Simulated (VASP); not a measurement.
Ta, 1 atom in the cell. The structure is cubic, space group Im-3m (No. 229). Conventional cell: a = 3.321 Å, b = 3.321 Å, c = 3.321 Å, α = 90.00°, β = 90.00°, γ = 90.00°. Within 3.8 Å of Ta (site symmetry m-3m) lie 14 Ta at 2.88 to 3.32 Å. 

* Program: VASP 6.6.1
* Task: single point
* Functional: PBE
* Potentials or basis: VASP PAW PBE potentials, release 64 (Ta_pv)
* Cutoff: 520 eV
* k mesh: 13 × 13 × 13
* Occupations: gaussian, width 0.2 eV
* Spin: no spin polarisation
* Dipole correction: no
* Further INCAR settings: ALGO = Normal; EDIFF = 1e-06; NBANDS = 12

Potentials or basis: VASP PAW PBE potentials, release 64 (Ta_pv).

Command:

```bash
$ cat potpaw_PBE.64/Ta_pv/POTCAR > POTCAR
$ mpirun -np 1 vasp_std > vasp.out
```

Hardware: 1 thread of Intel Xeon 8259CL, on a shared host.

Problem. Estimate the wall time of this run.

Solution. It took 21 s on 1 thread of Intel Xeon 8259CL, on a shared host, peak memory 0.15 GiB. Counts: scf iterations 11, k points 84.
